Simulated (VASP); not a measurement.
# N: relaxation of cell and atoms with PBE

N:

```
N
1.0
     4.20970    0.00000    0.00000
    -2.10485    3.64571    0.00000
     0.00000    0.00000    7.18792
N
4
Cartesian
  0.0000 2.4305 2.3480
  0.0000 2.4305 1.2459
  2.1049 1.2152 5.9420
  2.1049 1.2152 4.8399
```

* Program: VASP 6.6.1
* Task: relaxation of cell and atoms
* Functional: PBE
* Potentials or basis: VASP PAW PBE potentials, release 64 (N)
* Cutoff: 600 eV
* k mesh: 6 × 6 × 4
* Occupations: gaussian, width 0.02 eV
* Spin: no spin polarisation
* Dipole correction: no
* Further INCAR settings: ALGO = Normal; EDIFF = 1e-06; IBRION = 2; EDIFFG = -0.01; NSW = 100; ISIF = 3

```
Relaxed volume                         : 27.60 Å³/atom
Relaxed cell                           : a = 4.210 Å, b = 4.210 Å, c = 7.194 Å, α = 90.00°, β = 90.00°, γ = 120.00°
Space group after relaxing (to 0.05 Å) : P6_3/mmc (No. 194)
Energy gained by relaxing              : 4.4 meV/atom
Ionic steps                            : 6
Pressure after relaxing                : 0.0 GPa
Largest force after relaxing           : 0.008 eV/Å
Band gap on the k mesh                 : 7.05 eV, indirect (least direct gap 7.31 eV)
```

Forces in eV/Å, atoms in the order of the input:
```
N    0.000  0.000 -0.008
N    0.000  0.000  0.008
N    0.000  0.000 -0.008
N    0.000  0.000  0.008
```

Stress tensor (GPa, compression positive):
```
 0.03  0.00  0.00
 0.00  0.03  0.00
 0.00  0.00 -0.05
```

The path:
| step | energy change (eV) | largest force (eV/Å) | pressure (GPa) | volume (Å³) |
| --- | --- | --- | --- | --- |
| 1 | 0.0000 | 1.6728 | 1.78 | 110.32 |
| 2 | 3.8588 | 14.3959 | -17.60 | 115.21 |
| 3 | -0.0100 | 1.0461 | -1.12 | 110.58 |
| 4 | -0.0164 | 0.4095 | -0.44 | 110.48 |
| 5 | -0.0176 | 0.0723 | -0.07 | 110.42 |
| 6 | -0.0176 | 0.0078 | 0.00 | 110.41 |

Final structure:
```
N
1.0
     4.20972    0.00000    0.00000
    -2.10486    3.64572    0.00000
     0.00000    0.00000    7.19433
N
4
Direct
  0.33333 0.66667 0.32734
  0.33333 0.66667 0.17266
  0.66667 0.33333 0.82734
  0.66667 0.33333 0.67266
```

Levels at points of the mesh, in eV from the valence-band top:
```tsv
k point	band 7	band 8	band 9	band 10	band 11	band 12	band 13	band 14
(0.00, 0.00, 0.00)	-1.57	-1.57	-0.97	0.00	7.73	7.73	8.14	8.14
(0.50, 0.00, 0.00)	-1.74	-1.60	-0.48	-0.18	7.13	7.48	7.76	8.22
(0.00, 0.00, 0.50)	-1.61	-1.61	-0.45	-0.45	7.93	7.93	7.93	7.93
(0.50, 0.00, 0.50)	-1.67	-1.67	-0.37	-0.37	7.45	7.45	7.83	7.83
```

Run time: 2.3 min on 1 thread of Intel(R) Xeon(R) Platinum 8259CL CPU @ 2.50GHz (Skylake/Cascade Lake), on a shared host, peak memory 0.26 GiB.

Caveat: the standard files for N, O and F lose accuracy on very short bonds. A k mesh can miss the band edges.
